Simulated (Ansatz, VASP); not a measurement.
# ReC6: VASP beside Ansatz

```
Re C
1.0
    -2.68999    2.68999    2.68999
     2.68999   -2.68999    2.68999
     2.68999    2.68999   -2.68999
Re C
1 6
Direct
  0.00000 0.00000 0.00000
  0.62070 0.62070 0.00000
  0.37930 0.37930 0.00000
  0.00000 0.37930 0.37930
  0.00000 0.62070 0.62070
  0.62070 0.00000 0.62070
  0.37930 0.00000 0.37930
```

Change from the starting cell: species swapped into the MoF6 type (Im-3m, No. 229).

Alike in both runs: functional PBE; k mesh 10 × 10 × 10; occupations gaussian, width 0.1 eV; no spin polarisation.

Ansatz relaxed the structure, and its values are those at the end. VASP's run is a single point on that final structure, the one shown.

|  | VASP | Ansatz |
| --- | --- | --- |
| version | VASP 6.6.1 | Ansatz 0.2.0 |
| potentials or method | VASP PAW PBE potentials, release 64 (Re, C), cutoff 520 eV | scalar-relativistic, plane waves, PAW |
| valence electrons in the cell | 31 | 39 |

Ansatz gave:

* gap on the k mesh at the Fermi level (eV): none
* pressure (GPa): 0.0

Estimate VASP's values.

gap on the k mesh at the Fermi level (eV): none; pressure (GPa): 0.8.

A gap of «none» marks a metal or a gap that the smearing closes. With one functional, cell and mesh, what is left measures potentials, basis and numerics. VASP's potentials hold 31 valence electrons a cell and Ansatz's 39, so a difference there can come from the potentials and not from the codes.

Neither program's run includes spin-orbit coupling.
